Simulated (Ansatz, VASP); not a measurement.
# AlN: VASP beside Ansatz

```
CELL_PARAMETERS angstrom
3.28260 0.00000 0.00000
-1.64130 2.84281 0.00000
0.00000 0.00000 4.39015
ATOMIC_POSITIONS crystal
Al 0.33333 0.66667 0.75000
Al 0.66667 0.33333 0.25000
N 0.33333 0.66667 0.25000
N 0.66667 0.33333 0.75000
```

Alike in both runs: task single point; functional PBEsol; k mesh 9 × 9 × 6; occupations gaussian, width 0.05 eV; no spin polarisation.

|  | VASP | Ansatz |
| --- | --- | --- |
| version | VASP 6.6.1 | Ansatz 0.2.0 |
| potentials or method | VASP PAW PBE potentials, release 64 (Al, N), cutoff 520 eV | scalar-relativistic, plane waves, PAW |
| valence electrons in the cell | 16 | 16 |

```csv
,VASP,Ansatz,Ansatz less VASP
gap on the k mesh at the Fermi level (eV),2.83,2.81,-0.013
least direct gap on the mesh (eV),2.83,2.81,-0.013
pressure (GPa),-6.6,-6.6,+0.06
"traceless stress, the component that is largest in VASP (GPa)",-5.10,-5.04,+0.052
```

VASP's potentials were made for PBE, not for PBEsol.
